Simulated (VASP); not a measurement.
# Si2W (I4/mmm) in VASP: notebook, part 2 of 2

VASP 6.6.1.

## 4. Single point, PBE

File INCAR:

```
SYSTEM = Si2W
  PREC = Accurate
  ENCUT = 520
  EDIFF = 1E-6
  ISMEAR = 1
  SIGMA = 0.2
  LREAL = .FALSE.
  LASPH = .TRUE.
  NELM = 100
  ALGO = Normal
  ISIF = 2
  LWAVE = .FALSE.
  LCHARG = .TRUE.
  GGA = PE
  LELF = .TRUE.
  LVHAR = .TRUE.
  NBANDS = 18
```

File KPOINTS:

```
Automatic mesh
0
G
  13 13 13
  0 0 0
```

File POSCAR:

```
Si2W
1.0
   -1.6069000000      1.6069000000      3.9149500000
    1.6069000000     -1.6069000000      3.9149500000
    1.6069000000      1.6069000000     -3.9149500000
Si W
2 1
Direct
    0.3347000000      0.3347000000      0.0000000000
    0.6653000000      0.6653000000      0.0000000000
    0.0000000000      0.0000000000      0.0000000000
```

On the command line:

```console
> cat potpaw_PBE.64/Si/POTCAR potpaw_PBE.64/W_sv/POTCAR > POTCAR
> mpirun -np 1 vasp_std > vasp.out
```

Wall time 2.9 min (1 thread of Intel Xeon Platinum 8259CL at 2.50GHz (Skylake/Cascade Lake), shared host); peak memory 0.3 GiB.

Results (log left out):

```
Free energy            : -24.8084 eV
Pressure               : 3.3 GPa
Largest force          : 0.065 eV/Å
Band gap on the k mesh : zero (bands 11 and 12 overlap by 1.19 eV)
```

Forces on the atoms (eV/Å):
```
Si   0.000  0.000 -0.065
Si   0.000  0.000  0.065
W    0.000  0.000  0.000
```

Stress tensor (GPa, compression positive):
```
3.21 0.00 0.00
0.00 3.21 0.00
0.00 0.00 3.58
```

Levels at points of the mesh, in eV from the Fermi level:
| k point | band 9 | band 10 | band 11 | band 12 | band 13 | band 14 |
| --- | --- | --- | --- | --- | --- | --- |
| (0.00, 0.00, 0.00) | -2.86 | -2.86 | 0.60 | 2.73 | 2.92 | 3.05 |

Caveat: the cell stands under pressure; spin-orbit coupling is left out, which moves the levels of the heavy elements.

## 5. Single point, PBE

File INCAR:

```
ALGO = Normal
EDIFF = 1E-7
ENCUT = 520
GGA = PE
ISIF = 2
ISMEAR = 1
LASPH = T
LCHARG = T
LELF = T
LREAL = F
LVHAR = T
LWAVE = F
NBANDS = 18
NELM = 100
PREC = Accurate
SIGMA = 0.1
```

File KPOINTS:

```
k-points
0
Gamma
  13 13 13
```

POSCAR is that of step 4.

Potentials or basis: VASP PAW PBE potentials, release 64 (Si, W_sv).

On the command line:

```console
> cat potpaw_PBE.64/Si/POTCAR potpaw_PBE.64/W_sv/POTCAR > POTCAR
> mpirun -np 1 vasp_std > vasp.out
```

OUTCAR:

```text
EDIFF = 1E-7
   ENCUT = 520
   GGA = PE
   ISIF = 2
   ISMEAR = 1
   LASPH = T
   LREAL = F
   NELM = 100
   PREC = Accurate

 ion  position               nearest neighbor table
   1  0.335  0.335  0.000-   2 2.59   3 2.62   3 2.62   3 2.62   3 2.62   3 2.62   2 2.63   2 2.63
                             2 2.63   2 2.63
   2  0.665  0.665  0.000-   1 2.59   3 2.62   3 2.62   3 2.62   3 2.62   3 2.62   1 2.63   1 2.63
                             1 2.63   1 2.63
   3  0.000  0.000  0.000-   2 2.62   2 2.62   2 2.62   1 2.62   2 2.62   1 2.62   1 2.62   1 2.62
[... 705 lines left out ...]
  Direction    XX          YY          ZZ          XY          YZ          ZX
  --------------------------------------------------------------------------------------
  -------------------------------------------------------------------------------------
  Total        0.8141896      0.8141896      0.9296492      0.0000000      0.0000000     -0.0000000
  in kB       32.2605839     32.2605839     36.8354326      0.0000000      0.0000000     -0.0000000
  external PRESSURE =      33.7855335 kB  Pullay stress =       0.0000000 kB

 VOLUME and BASIS-vectors are now :
 -----------------------------------------------------------------------------
  energy-cutoff  :      520.00
  volume of cell :       40.44
      direct lattice vectors                 reciprocal lattice vectors
    -1.606900000  1.606900000  3.914950000     0.000000000  0.311158131  0.127715552
     1.606900000 -1.606900000  3.914950000     0.311158131  0.000000000  0.127715552
     1.606900000  1.606900000 -3.914950000     0.311158131  0.311158131  0.000000000

 POSITION                                       TOTAL-FORCE (eV/Angst)
 -----------------------------------------------------------------------------------
      0.00000      0.00000      2.62067         0.000000      0.000000     -0.071010
      0.00000      0.00000      5.20923         0.000000      0.000000      0.071010
      0.00000      0.00000      0.00000        -0.000000     -0.000000      0.000000
 -----------------------------------------------------------------------------------
    total drift:                               -0.000000     -0.000000      0.000000

  FREE ENERGIE OF THE ION-ELECTRON SYSTEM (eV)
  ---------------------------------------------------
  free  energy   TOTEN  =       -24.8088430087 eV

  energy  without entropy=      -24.8088325693  energy(sigma->0) =      -24.80883953
```

It took 3.3 min on 1 thread of Intel Xeon Platinum 8259CL at 2.50GHz (Skylake/Cascade Lake), shared host; peak memory 0.29 GiB.

What came out:

```yaml
Free_energy: -24.8088 eV
Pressure: 3.4 GPa
Largest_force: 0.071 eV/Å
Band_gap_on_the_k_mesh: zero (bands 11 and 12 overlap by 1.19 eV)
```

Forces on the atoms (eV/Å):
```
Si   0.000  0.000 -0.071
Si   0.000  0.000  0.071
W    0.000  0.000  0.000
```

Stress tensor (GPa, compression positive):
```
3.23 0.00 0.00
0.00 3.23 0.00
0.00 0.00 3.68
```

Levels at points of the mesh, in eV from the Fermi level:
| k point | band 9 | band 10 | band 11 | band 12 | band 13 | band 14 |
| --- | --- | --- | --- | --- | --- | --- |
| (0.00, 0.00, 0.00) | -2.89 | -2.89 | 0.56 | 2.70 | 2.89 | 3.02 |

Caveat: the cell stands under pressure; spin-orbit coupling is left out, which moves the levels of the heavy elements.

## 6. Summary

| smearing | gap on the mesh (eV) | pressure (GPa) | largest force (eV/Å) |
| --- | --- | --- | --- |
| methfessel-paxton 0.5 eV | none | 3.3 | 0.06 |
| methfessel-paxton 0.3 eV | none | 3.3 | 0.06 |
| methfessel-paxton 0.2 eV | none | 3.3 | 0.07 |
| methfessel-paxton 0.1 eV | none | 3.4 | 0.07 |

Alike in all rows: task single point; level PBE; potentials or basis VASP PAW PBE potentials, release 64 (Si, W_sv); no spin polarisation; cell as given; k mesh 13 × 13 × 13; cutoff (eV) 520.

Caveats: the cell stands under pressure; spin-orbit coupling is left out, which moves the levels of the heavy elements; so wide a smearing shifts energies and pressures (at least some runs).

Total energies depend on the potentials used, so only differences within one code and one set of settings carry meaning.
